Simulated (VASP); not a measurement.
Pt, 4 atoms in the cell. The cell holds a slab with vacuum, 4 atoms: a = 2.753 Å, b = 2.753 Å, c = 21.841 Å, α = 90.00°, β = 90.00°, γ = 90.00°. 

| Property | Result |
| --- | --- |
| Program | VASP 6.6.1 |
| Task | single point |
| Functional | LDA |
| Potentials or basis | VASP PAW LDA potentials, release 64 (Pt) |
| Cutoff | 520 eV |
| k mesh | 15 × 15 × 1 |
| Occupations | fermi-dirac, width 0.05 eV |
| Spin | no spin polarisation |
| Dipole correction | yes |
| Further INCAR settings | ALGO = Normal; EDIFF = 1e-06; NBANDS = 28 |

Potentials or basis: VASP PAW LDA potentials, release 64 (Pt).

Run with:

```bash
$ cat potpaw_LDA.64/Pt/POTCAR > POTCAR
$ mpirun -np 1 vasp_std > vasp.out
```

Hardware: 1 thread of Intel(R) Xeon(R) Platinum 8488C (Sapphire Rapids), on a shared host.

Q: Estimate the wall time of this run.

A: Wall time 110 s on 1 thread of Intel(R) Xeon(R) Platinum 8488C (Sapphire Rapids), on a shared host, peak memory 0.27 GiB. Counts: scf iterations 15, k points 36.
